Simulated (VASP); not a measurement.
# SiC (P6_3mc) in VASP: further runs, part 2 of 2

VASP 6.6.1.

## Step 3: Single point, PBE (epitaxial xy strain +4.0%)

Input file INCAR:

```
ALGO = Normal
EDIFF = 1E-6
ENCUT = 520
GGA = PE
ISIF = 2
ISMEAR = 0
LASPH = T
LCHARG = F
LREAL = F
LWAVE = F
NBANDS = 16
NELM = 80
PREC = Accurate
SIGMA = 0.01
```

Input file KPOINTS:

```
k-points
0
Gamma
  6 6 4
```

Input file POSCAR:

```
SiC
1.0
    3.1983704888      0.0000000000      0.0000000000
   -1.5991852444      2.7698700940      0.0000000000
    0.0000000000      0.0000000000      5.0174184257
Si C
2 2
Direct
    0.3333333333      0.6666666667     -0.0022074564
    0.6666666667      0.3333333333      0.4977925436
    0.3333333333      0.6666666667      0.3772074564
    0.6666666667      0.3333333333      0.8772074564
```

Potentials or basis: VASP PAW PBE potentials, release 64 (Si, C).

Launch:

```sh
> cat potpaw_PBE.64/Si/POTCAR potpaw_PBE.64/C/POTCAR > POTCAR
> mpirun -np 1 vasp_std > vasp.out
```

Wall time 19 s (1 thread of Intel Xeon 8259CL, shared host); peak memory 0.15 GiB.

The run converged. Its results:

```
Free energy            : -29.9311 eV
Pressure               : -10.6 GPa
Largest force          : 0.053 eV/Å
Band gap on the k mesh : 2.20 eV, indirect (least direct gap 3.40 eV)
```

Forces on the atoms (eV/Å):
```
Si   0.000  0.000 -0.053
Si   0.000  0.000 -0.053
C    0.000  0.000  0.053
C    0.000  0.000  0.053
```

Stress tensor (GPa, compression positive):
```
-17.29   0.00   0.00
  0.00 -17.29   0.00
  0.00   0.00   2.68
```

Levels at points of the mesh, in eV from the valence-band top:
```csv
k point,band 5,band 6,band 7,band 8,band 9,band 10,band 11,band 12
"(0.00, 0.00, 0.00)",-1.68,-0.19,-0.19,0.00,3.40,5.53,5.79,5.79
"(0.50, 0.00, 0.00)",-5.30,-3.53,-3.19,-1.25,2.20,4.32,6.21,6.63
"(0.00, 0.00, 0.50)",-1.01,-1.01,-1.01,-1.01,4.65,4.65,6.55,6.55
"(0.50, 0.00, 0.50)",-2.60,-2.60,-2.14,-2.14,3.08,3.08,5.04,5.04
```

Caveat: the cell differs from its parent crystal (epitaxial xy strain +4.0%). A k mesh can miss the band edges.

## Step 4: Single point, PBE (epitaxial xy strain -4.0%)

Input file INCAR:

```
PREC = Accurate
ENCUT = 520
EDIFF = 1E-6
ISMEAR = -1
SIGMA = 0.02
LREAL = False
LASPH = True
NELM = 80
ALGO = Normal
ISIF = 2
LWAVE = False
LCHARG = False
GGA = PE
NBANDS = 16
```

Input file KPOINTS:

```
regular mesh
0
Gamma
  12 12 6
```

Input file POSCAR:

```
SiC
1.0
    2.9523419896      0.0000000000      0.0000000000
   -1.4761709948      2.5568031637      0.0000000000
    0.0000000000      0.0000000000      5.0864421037
Si C
2 2
Direct
    0.3333333333      0.6666666667      0.0024403337
    0.6666666667      0.3333333333      0.5024403337
    0.3333333333      0.6666666667      0.3725596663
    0.6666666667      0.3333333333      0.8725596663
```

Launch:

```sh
> cat potpaw_PBE.64/Si/POTCAR potpaw_PBE.64/C/POTCAR > POTCAR
> mpirun -np 1 vasp_std > vasp.out
```

It took 62 s on 1 thread of Intel Xeon 8259CL, shared host; peak memory 0.18 GiB.

It converged, with:

```yaml
Free_energy: -29.7612 eV
Pressure: 23.1 GPa
Largest_force: 0.065 eV/Å
Band_gap_on_the_k_mesh: 1.70 eV, indirect (least direct gap 4.47 eV)
```

Forces in eV/Å, atoms in the order of the input:
```
Si   0.000  0.000  0.065
Si   0.000  0.000  0.065
C    0.000  0.000 -0.065
C    0.000  0.000 -0.065
```

Stress tensor (GPa, compression positive):
```
32.61  0.00  0.00
 0.00 32.61  0.00
 0.00  0.00  4.15
```

Levels at points of the mesh, in eV from the valence-band top:
```tsv
k point	band 6	band 7	band 8	band 9	band 10	band 11
(0.00, 0.00, 0.00)	-0.70	0.00	0.00	5.66	6.09	7.40
(0.50, 0.00, 0.00)	-3.74	-3.32	-1.35	3.12	3.72	7.35
(0.00, 0.00, 0.50)	-0.61	-0.61	-0.61	6.93	6.93	8.01
(0.50, 0.00, 0.50)	-2.87	-2.50	-2.50	3.03	3.03	5.36
```

Caveat: the cell differs from its parent crystal (epitaxial xy strain -4.0%). A k mesh can miss the band edges.

## Step 5: Single point, PBE (epitaxial xy strain -3.0%)

Input file INCAR:

```
  ALGO = Normal
  EDIFF = 1E-7
  ENCUT = 520
  GGA = PE
  ISIF = 2
  ISMEAR = -1
  LASPH = True
  LCHARG = False
  LREAL = False
  LWAVE = False
  NBANDS = 16
  NELM = 80
  PREC = Accurate
  SIGMA = 0.02
```

Input file KPOINTS:

```
k-points
0
Gamma
  12 12 6
```

Input file POSCAR:

```
SiC
1.0
    2.9830955520      0.0000000000      0.0000000000
   -1.4915477760      2.5834365300      0.0000000000
    0.0000000000      0.0000000000      5.0762051791
Si C
2 2
Direct
    0.3333333333      0.6666666667      0.0016304307
    0.6666666667      0.3333333333      0.5016304307
    0.3333333333      0.6666666667      0.3733695693
    0.6666666667      0.3333333333      0.8733695693
```

Potentials or basis: VASP PAW PBE potentials, release 64 (Si, C).

Launch:

```sh
> cat potpaw_PBE.64/Si/POTCAR potpaw_PBE.64/C/POTCAR > POTCAR
> mpirun -np 1 vasp_std > vasp.out
```

OUTCAR:

```text
EDIFF = 1E-7
   ENCUT = 520
   GGA = PE
   ISIF = 2
   ISMEAR = -1
   LASPH = True
   LREAL = False
   NELM = 80
   PREC = Accurate

 ion  position               nearest neighbor table
   1  0.333  0.667  0.002-   4 1.84   4 1.84   4 1.84   3 1.89   2 3.07   2 3.07   2 3.07   2 3.07
                             2 3.07   2 3.07
   2  0.667  0.333  0.502-   3 1.84   3 1.84   3 1.84   4 1.89   1 3.07   1 3.07   1 3.07   1 3.07
                             1 3.07   1 3.07
   3  0.333  0.667  0.373-   2 1.84   2 1.84   2 1.84   1 1.89
[... 654 lines left out ...]

 [... further k-points ...]
[... 5 lines left out ...]
  --------------------------------------------------------------------------------------
  -------------------------------------------------------------------------------------
  Total        5.9803750      5.9803750      0.9527066      0.0000000      0.0000000      0.0000000
  in kB      244.9259874    244.9259874     39.0180562      0.0000000      0.0000000      0.0000000
  external PRESSURE =     176.2900103 kB  Pullay stress =       0.0000000 kB

 VOLUME and BASIS-vectors are now :
 -----------------------------------------------------------------------------
  energy-cutoff  :      520.00
  volume of cell :       39.12
      direct lattice vectors                 reciprocal lattice vectors
     2.983095552  0.000000000  0.000000000     0.335222249  0.193540656  0.000000000
    -1.491547776  2.583436530  0.000000000     0.000000000  0.387081311  0.000000000
     0.000000000  0.000000000  5.076205179     0.000000000  0.000000000  0.196997553

 POSITION                                       TOTAL-FORCE (eV/Angst)
 -----------------------------------------------------------------------------------
     -0.00000      1.72229      0.00828        -0.000000     -0.000000      0.048340
      1.49155      0.86115      2.54638         0.000000      0.000000      0.048340
     -0.00000      1.72229      1.89530         0.000000      0.000000     -0.048340
      1.49155      0.86115      4.43340        -0.000000     -0.000000     -0.048340
 -----------------------------------------------------------------------------------
    total drift:                                0.000000      0.000000      0.000145

  FREE ENERGIE OF THE ION-ELECTRON SYSTEM (eV)
  ---------------------------------------------------
  free  energy   TOTEN  =       -29.9013888739 eV

  energy  without entropy=      -29.9013888739  energy(sigma->0) =      -29.90138887
```

stdout:

```text
POSCAR found type information on POSCAR SiC
 POSCAR found :  2 types and       4 ions
 scaLAPACK will be used
 LDA part: xc-table for (Slater+PW92), standard interpolation
 POSCAR, INCAR and KPOINTS ok, starting setup
 FFT: planning ... GRIDC
 FFT: planning ... GRID_SOFT
 FFT: planning ... GRID
 WAVECAR not read
 entering main loop
```

Wall time 67 s (1 thread of Intel Xeon 8259CL, shared host); peak memory 0.18 GiB.

What came out:

- Free energy: -29.9014 eV
- Pressure: 17.6 GPa
- Largest force: 0.048 eV/Å
- Band gap on the k mesh: 1.86 eV, indirect (least direct gap 4.35 eV)

Forces in eV/Å, atoms in the order of the input:
```
Si   0.000  0.000  0.048
Si   0.000  0.000  0.048
C    0.000  0.000 -0.048
C    0.000  0.000 -0.048
```

Levels at points of the mesh, in eV from the valence-band top:
| k point | band 5 | band 6 | band 7 | band 8 | band 9 | band 10 | band 11 | band 12 |
| --- | --- | --- | --- | --- | --- | --- | --- | --- |
| (0.00, 0.00, 0.00) | -1.18 | -0.53 | 0.00 | 0.00 | 5.77 | 5.87 | 7.21 | 7.21 |
| (0.50, 0.00, 0.00) | -5.76 | -3.61 | -3.32 | -1.31 | 3.04 | 3.87 | 7.25 | 7.31 |
| (0.00, 0.00, 0.50) | -0.63 | -0.63 | -0.63 | -0.63 | 6.69 | 6.69 | 7.84 | 7.84 |
| (0.50, 0.00, 0.50) | -2.72 | -2.72 | -2.48 | -2.48 | 3.12 | 3.12 | 5.33 | 5.33 |

Caveat: the cell differs from its parent crystal (epitaxial xy strain -3.0%). A k mesh can miss the band edges.

## Step 6: Summary

| cell | k mesh | smearing | gap on the mesh (eV) | pressure (GPa) | largest force (eV/Å) |
| --- | --- | --- | --- | --- | --- |
| a = 3.168, b = 3.168, c = 5.025 Å, angles 90.0, 90.0, 120.0°, 4 atoms | 6 × 6 × 4 | gaussian 0.01 eV | 2.35 | -7.6 | 0.05 |
| a = 3.198, b = 3.198, c = 5.017 Å, angles 90.0, 90.0, 120.0°, 4 atoms | 6 × 6 × 4 | gaussian 0.01 eV | 2.20 | -10.6 | 0.05 |
| a = 2.952, b = 2.952, c = 5.086 Å, angles 90.0, 90.0, 120.0°, 4 atoms | 12 × 12 × 6 | fermi-dirac 0.02 eV | 1.70 | 23.1 | 0.07 |
| a = 2.983, b = 2.983, c = 5.076 Å, angles 90.0, 90.0, 120.0°, 4 atoms | 12 × 12 × 6 | fermi-dirac 0.02 eV | 1.86 | 17.6 | 0.05 |

Alike in all rows: task single point; level PBE; potentials or basis VASP PAW PBE potentials, release 64 (Si, C); no spin polarisation; cutoff (eV) 520.

Absolute energies hang on the potentials; compare differences alone.
